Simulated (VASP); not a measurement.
# C15N (a cell with a defect) (Diamond) in VASP: further runs

Runs on C15N (a cell with a defect) (Diamond). Level: PBE. Tasks: single point, relaxation of the atoms.

Everything below comes from runs of VASP 6.6.1. Logs are shortened: lines on timing, memory, paths and dates and some standing lists are left out, and cuts for length are marked.

### 1 The cell of the first run

The cell holds a defect, 16 atoms: a = 5.051 Å, b = 5.051 Å, c = 5.051 Å, α = 60.00°, β = 60.00°, γ = 60.00°.

### 2 Single point, PBE

Contents of INCAR:

```
SYSTEM = C15N
  ALGO = Normal
  EDIFF = 1E-6
  ENCUT = 520
  GGA = PE
  ISIF = 2
  ISMEAR = 0
  LASPH = .TRUE.
  LCHARG = .FALSE.
  LREAL = Auto
  LWAVE = .FALSE.
  NBANDS = 46
  NELECT = 64.0
  NELM = 60
  PREC = Accurate
  SIGMA = 0.01
```

Contents of KPOINTS:

```
k-points
0
G
  3 3 3
  0 0 0
```

Contents of POSCAR:

```
C15N
1.0
    0.0000000000      3.5714737334     -3.5714737334
    3.5714737334      3.5714737334      0.0000000000
    3.5714737334      0.0000000000     -3.5714737334
N C
1 15
Direct
    0.5000000000      0.5000000000      0.5000000000
    0.5018039505     -0.0018039505      0.5018039505
    0.9981960495      0.5018039505      0.5018039505
    0.9981960495     -0.0018039505      0.5018039505
    0.5018039505      0.5018039505      0.9981960495
    0.5018039505     -0.0018039505      0.9981960495
    0.9981960495      0.5018039505      0.9981960495
    1.0000000000      0.0000000000      1.0000000000
    0.3734368031      0.3734368031      0.3734368031
    0.3734368031      0.8796895906      0.3734368031
    0.8796895906      0.3734368031      0.3734368031
    0.8753760013      0.8753760013      0.3738719961
    0.3734368031      0.3734368031      0.8796895906
    0.3738719961      0.8753760013      0.8753760013
    0.8753760013      0.3738719961      0.8753760013
    0.8753760013      0.8753760013      0.8753760013
```

Potentials or basis: VASP PAW PBE potentials, release 64 (N, C).

The run is started by

```console
$ cat potpaw_PBE.64/N/POTCAR potpaw_PBE.64/C/POTCAR > POTCAR
$ mpirun -np 1 vasp_std > vasp.out
```

OUTCAR:

```text
SYSTEM = C15N
   EDIFF = 1E-6
   ENCUT = 520
   GGA = PE
   ISIF = 2
   ISMEAR = 0
   LASPH = .TRUE.
   LREAL = Auto
   NELECT = 64.0
   NELM = 60
   PREC = Accurate

 ion  position               nearest neighbor table
   1  0.500  0.500  0.500-  10 1.57  11 1.57  13 1.57   9 1.57
   2  0.502  0.998  0.502-  12 1.54  14 1.54   9 1.55  10 1.55
   3  0.998  0.502  0.502-  12 1.54  15 1.54   9 1.55  11 1.55
   4  0.998  0.998  0.502-  16 1.54  12 1.54  10 1.55  11 1.55
   5  0.502  0.502  0.998-  14 1.54  15 1.54   9 1.55  13 1.55
   6  0.502  0.998  0.998-  16 1.54  14 1.54  10 1.55  13 1.55
[... 8 lines left out ...]
  15  0.875  0.374  0.875-   3 1.54   5 1.54   7 1.54   8 1.54
  16  0.875  0.875  0.875-   4 1.54   6 1.54   7 1.54   8 1.54

  LATTYP: Found a face centered cubic cell.
 ALAT       =     7.1429474668

  Lattice vectors:

 A1 = (   0.0000000000,   3.5714737334,  -3.5714737334)
 A2 = (   3.5714737334,   3.5714737334,   0.0000000000)
 A3 = (   3.5714737334,   0.0000000000,  -3.5714737334)

Analysis of symmetry for initial positions (statically):
=====================================================================
 Subroutine PRICEL returns:
 Original cell was already a primitive cell.

 Routine SETGRP: Setting up the symmetry group for a
 face centered cubic supercell.

 Subroutine GETGRP returns: Found 24 space group operations
 (whereof 24 operations were pure point group operations)
 out of a pool of 48 trial point group operations.

The static configuration has the point symmetry T_d .

Analysis of symmetry for dynamics (positions and initial velocities):
=====================================================================
 Subroutine PRICEL returns:
 Original cell was already a primitive cell.

 Routine SETGRP: Setting up the symmetry group for a
 face centered cubic supercell.

 Subroutine GETGRP returns: Found 24 space group operations
 (whereof 24 operations were pure point group operations)
 out of a pool of 48 trial point group operations.

The dynamic configuration has the point symmetry T_d .

 Subroutine INISYM returns: Found 24 space group operations
 (whereof 24 operations are pure point group operations),
 and found     1 'primitive' translations

[... 104 lines left out ...]
   NSW    =      0    number of steps for IOM
   IBRION =     -1    ionic relax: 0-MD 1-quasi-New 2-CG
   NFREE  =      0    steps in history (QN), initial steepest desc. (CG)
   ISIF   =      2    stress and relaxation
   ISYM   =      2    0-nonsym 1-usesym 2-fastsym
   POTIM  = 0.5000    time-step for ionic-motion
   TEBEG  =    0.0;   TEEND  =   0.0 temperature during run
   PSTRESS=    0.0 pullay stress
   NELECT =      64.0000    total number of electrons
   NUPDOWN=      -1.0000    fix difference up-down
   EMIN   =  10.00;   EMAX   =-10.00  energy-range for DOS
   EFERMI =   0.00;   METHOD = LEGACY
   ISMEAR =     0;   SIGMA  =   0.01  broadening in eV -4-tet -1-fermi 0-gaus
   EFERMI_NEDOS =   21; number of points for ismear=-14 and -15
   IALGO  =     38    algorithm
   IMIX   =      4    mixing-type and parameters
     AMIX     =   0.40;   BMIX     =  1.00
     AMIX_MAG =   1.60;   BMIX_MAG =  1.00
  volume/ion in A,a.u.               =       5.69        38.43
  Fermi-wavevector in a.u.,A,eV,Ry     =   1.455272  2.750064 28.814625  2.117815
  Thomas-Fermi vector in A             =   2.572325
   LORBIT       =      0    0 simple, 1 ext, 2 COOP (PROOUT), +10 PAW based schemes
   GGA     = PE    functional components
   LHFCALC =     F    Hartree Fock is set to
   AEXX    =    0.0000 exact exchange contribution
   IVDW    =     0    specifies the selected vdW correction
   LEPSILON=     F    determine dielectric tensor
   LRPA    =     F    only Hartree local field effects (RPA)
 non-spin polarized calculation
 Gauss-broadening in eV      SIGMA  =   0.01
  energy-cutoff  :      520.00
  volume of cell :       91.11
 maximum number of plane-waves:      2473
 NGX is ok and might be reduce to    40
   NGX = 19   NGY = 19   NGZ = 19

 number of electron      63.9999995 magnetization

 Free energy of the ion-electron system (eV)
  ---------------------------------------------------
  ext. energy  EPLUGINS =         0.00000000
  ---------------------------------------------------
  free energy    TOTEN  =      -153.77611635 eV

  energy without entropy =     -153.77611635  energy(sigma->0) =     -153.77611635

 E-fermi :   9.5377     XC(G=0): -13.1625

 val. band max:        9.4866391940   @ k =   0.0000   0.0000   0.0000
 cond. band min:      12.1654487279   @ k =   0.0000   0.0000   0.0000
 fundamental gap:      2.6788095339
 Fermi energy:         9.5376692864

 k-point     1 :       0.0000    0.0000    0.0000
  band No.  band energies     occupation
      1     -12.4585      2.00000
      2      -8.4466      2.00000
      3      -6.0116      2.00000
      4      -6.0116      2.00000
      5      -6.0116      2.00000
      6      -4.3937      2.00000
[... 177 lines left out ...]
     43      18.8521      0.00000
     44      19.0988      0.00000
 [bands above 44 left out]

------------------------ aborting loop because EDIFF is reached ----------------------------------------

  FORCE on cell =-STRESS in cart. coord.  units (eV):
  Direction    XX          YY          ZZ          XY          YZ          ZX
  --------------------------------------------------------------------------------------
  -------------------------------------------------------------------------------------
  Total      -14.9605339    -14.9605339    -14.9605339      0.0000000      0.0000000      0.0000000
  in kB     -263.0784640   -263.0784640   -263.0784640      0.0000000      0.0000000      0.0000000
  external PRESSURE =    -263.0784640 kB  Pullay stress =       0.0000000 kB

 VOLUME and BASIS-vectors are now :
 -----------------------------------------------------------------------------
  energy-cutoff  :      520.00
  volume of cell :       91.11
      direct lattice vectors                 reciprocal lattice vectors
     0.000000000  3.571473733 -3.571473733    -0.139998230  0.139998230 -0.139998230
     3.571473733  3.571473733  0.000000000     0.139998230  0.139998230  0.139998230
     3.571473733  0.000000000 -3.571473733     0.139998230 -0.139998230 -0.139998230

 POSITION                                       TOTAL-FORCE (eV/Angst)
 -----------------------------------------------------------------------------------
      3.57147      3.57147     -3.57147         0.000000      0.000000     -0.000000
      5.35721      5.35721     -3.58436         0.000000     -0.000000      0.000778
      3.58436      5.35721     -5.35721        -0.000778     -0.000000      0.000000
      5.35721      7.13006     -5.35721         0.000000      0.000778      0.000000
      5.35721      3.58436     -5.35721         0.000000     -0.000778      0.000000
      7.13006      5.35721     -5.35721         0.000778     -0.000000      0.000000
[... 8 lines left out ...]
      4.46166      4.46166     -6.25276         0.008339      0.008339      0.008339
      6.25276      6.25276     -6.25276        -0.008339     -0.008339      0.008339
 -----------------------------------------------------------------------------------
    total drift:                               -0.000000     -0.000000      0.000000

  FREE ENERGIE OF THE ION-ELECTRON SYSTEM (eV)
  ---------------------------------------------------
  free  energy   TOTEN  =      -153.7761163463 eV

  energy  without entropy=     -153.7761163463  energy(sigma->0) =     -153.77611635
```

OSZICAR:

```text
N       E                     dE             d eps       ncg     rms          rms(c)
DAV:   1     0.177467709110E+03    0.17747E+03   -0.34220E+04   368   0.137E+03
DAV:   2    -0.144042853109E+03   -0.32151E+03   -0.30481E+03   482   0.269E+02
DAV:   3    -0.158147914588E+03   -0.14105E+02   -0.13988E+02   480   0.525E+01
DAV:   4    -0.158336116799E+03   -0.18820E+00   -0.18775E+00   482   0.650E+00
DAV:   5    -0.158339539891E+03   -0.34231E-02   -0.34203E-02   458   0.864E-01    0.154E+01
DAV:   6    -0.154890875724E+03    0.34487E+01   -0.28957E+00   488   0.103E+01    0.912E+00
DAV:   7    -0.153766071646E+03    0.11248E+01   -0.36584E+00   448   0.915E+00    0.273E+00
DAV:   8    -0.153772883785E+03   -0.68121E-02   -0.20424E-01   464   0.243E+00    0.141E+00
DAV:   9    -0.153776621114E+03   -0.37373E-02   -0.47189E-02   488   0.120E+00    0.270E-01
DAV:  10    -0.153775852863E+03    0.76825E-03   -0.10766E-02   472   0.607E-01    0.181E-01
DAV:  11    -0.153776097349E+03   -0.24449E-03   -0.12286E-03   448   0.174E-01    0.588E-02
DAV:  12    -0.153776108574E+03   -0.11225E-04   -0.50274E-05   464   0.368E-02    0.217E-02
DAV:  13    -0.153776116058E+03   -0.74833E-05   -0.30742E-05   472   0.303E-02    0.650E-03
DAV:  14    -0.153776116346E+03   -0.28875E-06   -0.44591E-06   448   0.119E-02
   1 F= -.15377612E+03 E0= -.15377612E+03  d E =-.307310E-14
```

stdout:

```text
POSCAR found type information on POSCAR N C
 POSCAR found :  2 types and      16 ions
 scaLAPACK will be used
 LDA part: xc-table for (Slater+PW92), standard interpolation
 POSCAR, INCAR and KPOINTS ok, starting setup
 FFT: planning ... GRIDC
 FFT: planning ... GRID_SOFT
 FFT: planning ... GRID
 WAVECAR not read
 entering main loop
 the old and the new charge density differ
 old charge density:    65.00000 new   64.00000
    0.154E+01
```

Wall time 26 s (1 thread of AMD EPYC 9R14 (Zen 4), shared host); peak memory 0.2 GiB.

What came out:

| Property | Result |
| --- | --- |
| Free energy | -153.7761 eV |
| Largest force | 0.014 eV/Å |

Forces on the atoms (eV/Å):
```
N    0.000  0.000  0.000
C    0.000  0.000  0.001
C   -0.001  0.000  0.000
C    0.000  0.001  0.000
C    0.000 -0.001  0.000
C    0.001  0.000  0.000
C    0.000  0.000 -0.001
C    0.000  0.000  0.000
C    0.003  0.003 -0.003
C   -0.003 -0.003 -0.003
C    0.003 -0.003  0.003
C    0.008 -0.008 -0.008
C   -0.003  0.003  0.003
C   -0.008  0.008 -0.008
C    0.008  0.008  0.008
C   -0.008 -0.008  0.008
```

Levels at points of the mesh, in eV from the Fermi level:
| k point | band 29 | band 30 | band 31 | band 32 | band 33 | band 34 | band 35 | band 36 |
| --- | --- | --- | --- | --- | --- | --- | --- | --- |
| (0.00, 0.00, 0.00) | -2.62 | -0.05 | -0.05 | -0.05 | 2.63 | 4.68 | 4.68 | 4.68 |

Caveat: the k points lie up to 0.51 Å⁻¹ apart; the cell carries a net charge on a neutralising background, which shifts energy and pressure; the cell is charged against a uniform background, so pressure and absolute levels hang on convention.

[end of part 1 of 2]
